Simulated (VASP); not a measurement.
Set up this calculation in VASP 6.6.1, as the native input.

| Item | Value |
| --- | --- |
| Task | relaxation of cell and atoms |
| Functional | LDA |
| Potentials or basis | VASP PAW LDA potentials, release 64 (Cd_sv_GW) |
| Cutoff | 630 eV |
| k mesh | 8 × 8 × 4 |
| Occupations | gaussian, width 0.02 eV |
| Spin | no spin polarisation |
| Dipole correction | no |
| Further INCAR settings | ALGO = Normal; EDIFF = 1e-07; IBRION = 2; EDIFFG = -0.03; NSW = 80; ISIF = 3 |

The structure of Cd lies in POSCAR:

```
Cd
1.0
    2.9788700000      0.0000000000      0.0000000000
   -1.4894350000      2.5797770000      0.0000000000
    0.0000000000      0.0000000000      5.6176500000
Cd
2
Direct
    0.3333333333      0.6666666667      0.2500000000
    0.6666666667      0.3333333333      0.7500000000
```

One way to write it, as run:

INCAR

```
ALGO     = Normal         # electronic algorithm
EDIFF    = 1E-7           # SCF threshold, eV
EDIFFG   = -0.03          # ionic threshold
ENCUT    = 630            # plane-wave cutoff, eV
GGA_COMPAT= False        
IBRION   = 2              # ionic algorithm
ISIF     = 3              # what is computed and relaxed
ISMEAR   = 0              # smearing method
LASPH    = True           # aspherical terms in the spheres
LCHARG   = False          # write CHGCAR
LREAL    = False          # projectors in reciprocal space
LWAVE    = False          # write WAVECAR
NELM     = 120            # most SCF steps
NELMIN   = 4            
NSW      = 80             # ionic steps
PREC     = Accurate       # precision mode
SIGMA    = 0.02           # smearing width, eV
```

KPOINTS

```
k-points
0
Gamma
  8 8 4
```

Potentials or basis: VASP PAW LDA potentials, release 64 (Cd_sv_GW).

The run is started by

```bash
$ cat potpaw_LDA.64/Cd_sv_GW/POTCAR > POTCAR
$ mpirun -np 1 vasp_std > vasp.out
```

It gave:

| Quantity | Value |
| --- | --- |
| Relaxed volume | 19.86 Å³/atom |
| Relaxed cell | a = 2.962 Å, b = 2.962 Å, c = 5.230 Å, α = 90.00°, β = 90.00°, γ = 120.00° |
| Space group after relaxing (to 0.1 Å) | P6_3/mmc (No. 194) |
| Energy gained by relaxing | 31.8 meV/atom |
| Ionic steps | 9 |
| Pressure after relaxing | -0.2 GPa |
| Band gap on the k mesh | zero (bands 20 and 21 overlap by 3.72 eV) |

It took 94 s on 1 thread of Intel(R) Xeon(R) 6975P-C (Granite Rapids), with other jobs on the host, peak memory 0.19 GiB.
